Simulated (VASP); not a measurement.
# Cu in VASP: single point with PBE

Aim: the single point of Cu with PBE.

All numbers are computed with VASP 6.6.1; they aren't measurements. Logs are shortened: lines on timing, memory, paths and dates and some standing lists are left out, and cuts for length are marked.

## (1) The cell of the first run

The cell holds a slab with vacuum, 4 atoms: a = 2.567 Å, b = 2.567 Å, c = 22.287 Å, α = 90.00°, β = 90.00°, γ = 120.00°.

## (2) Single point, PBE

Contents of POSCAR:

```
Cu
1.0
    2.5665139637      0.0000000000      0.0000000000
   -1.2832569818      2.2226662917      0.0000000000
    0.0000000000      0.0000000000     22.2866000000
Cu
4
Direct
    0.0000000000      0.0000000000      0.3589589792
    0.3333333340      0.6666666660      0.4529863260
    0.6666666670      0.3333333330      0.5470136734
    0.0000000000      0.0000000000      0.6410410208
```

Contents of INCAR.step1:

```
SYSTEM = Cu
PREC     = Accurate       ! precision mode
ENCUT    = 520            ! plane-wave cutoff, eV
EDIFF    = 1E-6           ! SCF threshold, eV
ISMEAR   = -1             ! smearing method
SIGMA    = 0.1            ! smearing width, eV
LREAL    = .False.        ! projectors in reciprocal space
LASPH    = .True.         ! aspherical terms in the spheres
NELM     = 100            ! most SCF steps
ALGO     = Normal         ! electronic algorithm
ISIF     = 2              ! what is computed and relaxed
LWAVE    = .False.        ! write WAVECAR
LCHARG   = .True.         ! write CHGCAR
LMAXMIX  = 4              ! l up to which the mixer works
LDIPOL   = .True.       
IDIPOL   = 3            
DIPOL    = 0.5 0.5 0.500
GGA      = PE             ! functional
NBANDS   = 30             ! bands
```

Contents of KPOINTS.step1:

```
Automatic mesh
0
Gamma
  15 15 1
  0 0 0
```

Contents of INCAR.step2:

```
SYSTEM = Cu
PREC     = Accurate       ! precision mode
ENCUT    = 520            ! plane-wave cutoff, eV
EDIFF    = 1E-6           ! SCF threshold, eV
ISMEAR   = -5             ! smearing method
SIGMA    = 0.1            ! smearing width, eV
LREAL    = .False.        ! projectors in reciprocal space
LASPH    = .True.         ! aspherical terms in the spheres
NELM     = 100            ! most SCF steps
ALGO     = Normal         ! electronic algorithm
ISIF     = 2              ! what is computed and relaxed
LWAVE    = .False.        ! write WAVECAR
LCHARG   = .False.        ! write CHGCAR
LMAXMIX  = 4              ! l up to which the mixer works
LDIPOL   = .True.       
IDIPOL   = 3            
DIPOL    = 0.5 0.5 0.500
GGA      = PE             ! functional
LORBIT   = 10             ! projections on sites
NBANDS   = 30             ! bands
NEDOS    = 1001           ! points of the DOS
ICHARG   = 11             ! starting density
```

Contents of KPOINTS.step2:

```
Automatic mesh
0
Gamma
  23 23 1
  0 0 0
```

Potentials or basis: VASP PAW PBE potentials, release 64 (Cu).

Launch:

```console
> cat potpaw_PBE.64/Cu/POTCAR > POTCAR
> cp INCAR.step1 INCAR
> cp KPOINTS.step1 KPOINTS
> mpirun -np 1 vasp_std > vasp.out
> cp INCAR.step2 INCAR
> cp KPOINTS.step2 KPOINTS
> mpirun -np 1 vasp_std > vasp.out
```

OUTCAR:

```text
SYSTEM = Cu
   PREC = Accurate
   ENCUT = 520
   EDIFF = 1E-6
   ISMEAR = -5
   LREAL = .False.
   LASPH = .True.
   NELM = 100
   ISIF = 2
   GGA = PE
   LORBIT = 10
   ICHARG = 11

 ion  position               nearest neighbor table
   1  0.000  0.000  0.359-   2 2.57   2 2.57   2 2.57
   2  0.333  0.667  0.453-   1 2.57   1 2.57   1 2.57   3 2.57   3 2.57   3 2.57
   3  0.667  0.333  0.547-   2 2.57   4 2.57   4 2.57   2 2.57   2 2.57   4 2.57
   4  0.000  0.000  0.641-   3 2.57   3 2.57   3 2.57

  LATTYP: Found a hexagonal cell.
 ALAT       =     2.5665139637
 C/A-ratio  =     8.6836075374

  Lattice vectors:

 A1 = (   2.5665139637,   0.0000000000,   0.0000000000)
 A2 = (  -1.2832569818,   2.2226662917,   0.0000000000)
 A3 = (   0.0000000000,   0.0000000000,  22.2866000000)

Analysis of symmetry for initial positions (statically):
=====================================================================
 Subroutine PRICEL returns:
 Original cell was already a primitive cell.

 Routine SETGRP: Setting up the symmetry group for a
 hexagonal supercell.

 Subroutine GETGRP returns: Found 12 space group operations
 (whereof 12 operations were pure point group operations)
 out of a pool of 24 trial point group operations.

The static configuration has the point symmetry D_3d.

Analysis of symmetry for dynamics (positions and initial velocities):
=====================================================================
 Subroutine PRICEL returns:
 Original cell was already a primitive cell.

 Routine SETGRP: Setting up the symmetry group for a
 hexagonal supercell.

 Subroutine GETGRP returns: Found 12 space group operations
 (whereof 12 operations were pure point group operations)
 out of a pool of 24 trial point group operations.

The dynamic configuration has the point symmetry D_3d.

 Subroutine INISYM returns: Found 12 space group operations
 (whereof 12 operations are pure point group operations),
 and found     1 'primitive' translations

----------------------------------------------------------------------------------------

                                     Primitive cell

  volume of cell :     127.1340

  direct lattice vectors                    reciprocal lattice vectors
     2.566513964  0.000000000  0.000000000     0.389633571  0.224955047  0.000000000
    -1.283256982  2.222666292  0.000000000     0.000000000  0.449910094  0.000000000
     0.000000000  0.000000000 22.286600000     0.000000000  0.000000000  0.044870012

  length of vectors
     2.566513964  2.566513964 22.286600000     0.449910094  0.449910094  0.044870012

  position of ions in fractional coordinates (direct lattice)
     0.000000000  0.000000000  0.358958979
     0.333333334  0.666666666  0.452986326
     0.666666667  0.333333333  0.547013673
     0.000000000  0.000000000  0.641041021

  ion indices of the primitive-cell ions
   primitive index   ion index
                 1           1
                 2           2
                 3           3
                 4           4

----------------------------------------------------------------------------------------

 KPOINTS: Automatic mesh

Automatic generation of k-mesh.
 Grid dimensions read from file:
 generate k-points for:   23   23    1

 Generating k-lattice:

  Cartesian coordinates                     Fractional coordinates (reciprocal lattice)
     0.016940590  0.009780654  0.000000000     0.043478261  0.000000000  0.000000000
     0.000000000  0.019561308  0.000000000     0.000000000  0.043478261  0.000000000
     0.000000000  0.000000000  0.044870012     0.000000000  0.000000000  1.000000000

  Length of vectors
     0.019561308  0.019561308  0.044870012

  Shift w.r.t. Gamma in fractional coordinates (k-lattice)
     0.000000000  0.000000000  0.000000000

 TETIRR: Found    276 inequivalent tetrahedra from     3174

 Subroutine IBZKPT returns following result:
 ===========================================

 Found     56 irreducible k-points:

 Following reciprocal coordinates:
            Coordinates               Weight
  0.000000  0.000000  0.000000      1.000000
  0.043478  0.000000  0.000000      6.000000
  0.086957  0.000000  0.000000      6.000000
  0.130435  0.000000  0.000000      6.000000
  0.173913  0.000000  0.000000      6.000000
  0.217391  0.000000  0.000000      6.000000
[... 16 lines left out ...]
  0.478261  0.043478  0.000000      6.000000
  0.086957  0.086957  0.000000      6.000000
 [... further k-points ...]
   k-points           NKPTS =     56   k-points in BZ     NKDIM =     56   number of bands    NBANDS=     30
   number of dos      NEDOS =   1001   number of ions     NIONS =      4
   total plane-waves  NPLWV =  67200
   dimension x,y,z NGX =    20 NGY =   20 NGZ =  168
   dimension x,y,z NGXF=    40 NGYF=   40 NGZF=  336
   ions per type =               4
   NGX,Y,Z   is equivalent  to a cutoff of  12.95, 12.95, 12.53 a.u.
   NGXF,Y,Z  is equivalent  to a cutoff of  25.91, 25.91, 25.06 a.u.
 SYSTEM =  Cu
   PREC   = accura    normal or accurate (medium, high low for compatibility)
   ISTART =      0    job   : 0-new  1-cont  2-samecut
   ICHARG =     11    charge: 1-file 2-atom 10-const
   ISPIN  =      1    spin polarized calculation?
   LNONCOLLINEAR =      F non collinear calculations
   LSORBIT =      F    spin-orbit coupling
   LASPH  =      T    aspherical Exc in radial PAW
   ENCUT  =  520.0 eV  38.22 Ry    6.18 a.u.   4.77  4.77 41.44*2*pi/ulx,y,z
   NELM   =    100;   NELMIN=  2; NELMDL=  0     # of ELM steps
   EDIFF  = 0.1E-05   stopping-criterion for ELM
   LREAL  =      F    real-space projection
   EDIFFG = 0.1E-04   stopping-criterion for IOM
   NSW    =      0    number of steps for IOM
   IBRION =     -1    ionic relax: 0-MD 1-quasi-New 2-CG
   NFREE  =      0    steps in history (QN), initial steepest desc. (CG)
   ISIF   =      2    stress and relaxation
   ISYM   =      2    0-nonsym 1-usesym 2-fastsym
   POTIM  = 0.5000    time-step for ionic-motion
   TEBEG  =    0.0;   TEEND  =   0.0 temperature during run
   PSTRESS=    0.0 pullay stress
   NELECT =      44.0000    total number of electrons
   NUPDOWN=      -1.0000    fix difference up-down
   EMIN   =  10.00;   EMAX   =-10.00  energy-range for DOS
   EFERMI =   0.00;   METHOD = LEGACY
   ISMEAR =    -5;   SIGMA  =   0.10  broadening in eV -4-tet -1-fermi 0-gaus
   EFERMI_NEDOS =   21; number of points for ismear=-14 and -15
   IALGO  =     38    algorithm
   IMIX   =      4    mixing-type and parameters
     AMIX     =   0.40;   BMIX     =  1.00
     AMIX_MAG =   1.60;   BMIX_MAG =  1.00
  volume/ion in A,a.u.               =      31.78       214.49
  Fermi-wavevector in a.u.,A,eV,Ry     =   1.149402  2.172054 17.974986  1.321124
  Thomas-Fermi vector in A             =   2.286071
   LORBIT       =     10    0 simple, 1 ext, 2 COOP (PROOUT), +10 PAW based schemes
   GGA     = PE    functional components
   LHFCALC =     F    Hartree Fock is set to
   AEXX    =    0.0000 exact exchange contribution
   IVDW    =     0    specifies the selected vdW correction
   LEPSILON=     F    determine dielectric tensor
   LRPA    =     F    only Hartree local field effects (RPA)
 non-spin polarized calculation
 Fermi weights with tetrahedron method with Bloechl corrections
  energy-cutoff  :      520.00
  volume of cell :      127.13
 maximum number of plane-waves:      3458
 NGX is ok and might be reduce to    20

 number of electron      43.9999984 magnetization

 dipolmoment           0.000000      0.000000     -0.000000 electrons x Angstroem

 Free energy of the ion-electron system (eV)
  ---------------------------------------------------
  ext. energy  EPLUGINS =         0.00000000
  ---------------------------------------------------
  free energy    TOTEN  =       -13.98897414 eV

  energy without entropy =      -13.98897414  energy(sigma->0) =      -13.98897414

 E-fermi :  -0.1255     XC(G=0):  -5.5781

 val. band max:       -0.1359052909   @ k =   0.2174   0.1739   0.0000
 cond. band min:      -0.1419920466   @ k =   0.0435   0.0000   0.0000
 fundamental gap:     -0.0060867557
 Fermi energy:        -0.1255008445

 k-point     1 :       0.0000    0.0000    0.0000
  band No.  band energies     occupation
      1      -8.9550      2.00000
      2      -7.6566      2.00000
      3      -6.0077      2.00000
      4      -5.1954      2.00000
      5      -3.2113      2.00000
      6      -3.1165      2.00000
[... 22 lines left out ...]
     29       5.7416      0.00000
     30       7.6497      0.00000

 k-point     2 :       0.0435    0.0000    0.0000
  band No.  band energies     occupation
      1      -8.8949      2.00000
      2      -7.5988      2.00000
      3      -5.9545      2.00000
      4      -5.1530      2.00000
      5      -3.2255      2.00000
      6      -3.1683      2.00000
[... 22 lines left out ...]
     29       5.7899      0.00000
     30       7.7055      0.00000

 k-point     3 :       0.0870    0.0000    0.0000
  band No.  band energies     occupation
      1      -8.7158      2.00000
      2      -7.4274      2.00000
      3      -5.7980      2.00000
      4      -5.0297      2.00000
      5      -3.2848      2.00000
      6      -3.2481      2.00000
[... 682 lines left out ...]
     29       8.7311      0.00000
     30       9.4079      0.00000

 k-point    24 :       0.0870    0.0870    0.0000
  band No.  band energies     occupation
      1      -8.2471      2.00000
      2      -6.9845      2.00000
      3      -5.4073      2.00000
      4      -4.7291      2.00000
      5      -3.4379      2.00000
      6      -3.3935      2.00000
[... 22 lines left out ...]
     29       6.3344      0.00000
     30       8.3207      0.00000

 [... further k-points ...]

------------------------ aborting loop because EDIFF is reached ----------------------------------------

 vacuum level on the upper side and lower side of the slab       (xc-potential included)        -0.102        -0.102

  FORCE on cell =-STRESS in cart. coord.  units (eV):
  Direction    XX          YY          ZZ          XY          YZ          ZX
  --------------------------------------------------------------------------------------
  -------------------------------------------------------------------------------------
  Total       -0.6514806     -0.6514806      0.0961215     -0.0000000      0.0000000      0.0000000
  in kB       -8.2101366     -8.2101366      1.2113489     -0.0000000      0.0000000      0.0000000
  external PRESSURE =      -5.0696415 kB  Pullay stress =       0.0000000 kB

 VOLUME and BASIS-vectors are now :
 -----------------------------------------------------------------------------
  energy-cutoff  :      520.00
  volume of cell :      127.13
      direct lattice vectors                 reciprocal lattice vectors
     2.566513964  0.000000000  0.000000000     0.389633571  0.224955047  0.000000000
    -1.283256982  2.222666292  0.000000000     0.000000000  0.449910094  0.000000000
     0.000000000  0.000000000 22.286600000     0.000000000  0.000000000  0.044870012

 POSITION                                       TOTAL-FORCE (eV/Angst)
 -----------------------------------------------------------------------------------
      0.00000      0.00000      7.99998         0.000000      0.000000      0.064652
      0.00000      1.48178     10.09553        -0.000000      0.000000     -0.004441
      1.28326      0.74089     12.19107         0.000000     -0.000000      0.004441
      0.00000      0.00000     14.28662         0.000000      0.000000     -0.064652
 -----------------------------------------------------------------------------------
    total drift:                                0.000010     -0.000005     -0.000049

  FREE ENERGIE OF THE ION-ELECTRON SYSTEM (eV)
  ---------------------------------------------------
  free  energy   TOTEN  =       -13.9889741405 eV

  energy  without entropy=      -13.9889741405  energy(sigma->0) =      -13.98897414

 vacuum level on the upper side and lower side of the slab         4.542         4.542

 total charge

# of ion       s       p       d       tot
------------------------------------------
    1        0.447   0.284   9.184   9.914
    2        0.440   0.369   9.182   9.991
    3        0.440   0.369   9.182   9.991
    4        0.447   0.284   9.184   9.914
--------------------------------------------------
tot          1.774   1.305  36.731  39.810
```

Run time: 8.3 min. Hardware: 1 thread of Intel Xeon 8259CL, shared host; peak memory 0.32 GiB.

Results:

- Valence electrons inside the program's atomic spheres: Cu 9.91, 9.99 (each value once)

Levels at points of the mesh, in eV from the Fermi level:
```
           k point  band 18  band 19  band 20  band 21  band 22  band 23  band 24  band 25  band 26  band 27
(0.00, 0.00, 0.00)    -2.02    -2.02    -1.71    -1.71    -1.60    -1.60    -1.17    -0.18     4.23     4.44
```

Caveat: tetrahedron occupations give inexact forces and stress in metals.
